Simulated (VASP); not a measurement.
The system is LiH.

```
CELL_PARAMETERS angstrom
2.50166 0.00000 0.00000
0.00000 2.50166 0.00000
0.00000 0.00000 2.50166
ATOMIC_POSITIONS crystal
Li 0.00000 0.00000 0.00000
H 0.50000 0.50000 0.50000
```

Base run:

```yaml
Program: VASP 6.6.1
Functional: HSE06
Potentials_or_basis: VASP PAW PBE potentials, release 64 (Li_sv, H)
Cutoff: 520 eV
k_mesh: 6 × 6 × 6
Occupations: gaussian, width 0.01 eV
Spin: no spin polarisation
```

Its results: band gap on the k mesh 1.43 eV, indirect (least direct gap 5.27 eV).

Q: After a change of settings the same cell gave: band gap on the k mesh 1.29 eV, indirect (least direct gap 4.88 eV). Which change was it?
A. functional from HSE06 to r2SCAN
B. functional from HSE06 to PBE; further incar settings from ALGO = Normal; EDIFF = 1e-07; NBANDS = 9 to ALGO = Normal; EDIFF = 1e-06; NBANDS = 9
C. functional from HSE06 to LDA; potentials or basis from VASP PAW PBE potentials, release 64 (Li_sv, H) to VASP PAW LDA potentials, release 64 (Li_sv, H)

A: A.

HSE06 gives the wider gap, since exact exchange removes part of the self-interaction.
